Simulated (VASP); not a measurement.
Set up this calculation in VASP 6.6.1, as the native input.

* Task: relaxation of cell and atoms
* Functional: PBE
* Potentials or basis: VASP PAW PBE potentials, release 64 (Zr_sv, C)
* Cutoff: 600 eV
* k mesh: 15 × 15 × 8
* Occupations: gaussian, width 0.1 eV
* Spin: no spin polarisation
* Dipole correction: no
* Further INCAR settings: ALGO = Normal; EDIFF = 1e-07; IBRION = 2; EDIFFG = -0.005; NSW = 100; ISIF = 3

The structure of ZrC lies in POSCAR:

```
ZrC
1.0
    3.3914762718      0.0000000000      0.0000000000
   -1.6957381359      2.9371046077      0.0000000000
    0.0000000000      0.0000000000      5.2900530000
Zr C
2 2
Direct
    0.3333333300      0.6666666700      0.2500000000
    0.6666666700      0.3333333300      0.7500000000
    0.0000000000      0.0000000000      0.0000000000
    0.0000000000      0.0000000000      0.5000000000
```

One way to write it, as run:

INCAR

```
ALGO = Normal
EDIFF = 1E-7
EDIFFG = -0.005
ENCUT = 600
GGA = PE
IBRION = 2
ISIF = 3
ISMEAR = 0
LASPH = True
LCHARG = False
LREAL = False
LWAVE = False
NELM = 100
NSW = 100
PREC = Accurate
SIGMA = 0.1
```

KPOINTS

```
k-points
0
Gamma
  15 15 8
```

Potentials or basis: VASP PAW PBE potentials, release 64 (Zr_sv, C).

The run is started by

```console
$ cat potpaw_PBE.64/Zr_sv/POTCAR potpaw_PBE.64/C/POTCAR > POTCAR
$ mpirun -np 1 vasp_std > vasp.out
```

Results of the run:

```
Relaxed volume                         : 13.04 Å³/atom
Relaxed cell                           : a = 3.376 Å, b = 3.376 Å, c = 5.283 Å, α = 90.00°, β = 90.00°, γ = 120.00°
Space group after relaxing (to 0.05 Å) : P6_3/mmc (No. 194)
Energy gained by relaxing              : 1.0 meV/atom
Ionic steps                            : 6
Pressure after relaxing                : 0.0 GPa
Band gap on the k mesh                 : zero (band 16 reaches 10.81 eV, above the bottom of band 17 at 9.52 eV)
```

Run time: 5.9 min on 1 thread of AMD EPYC 9R45 96-Core Processor (Zen 5), with other jobs on the host, peak memory 0.27 GiB.
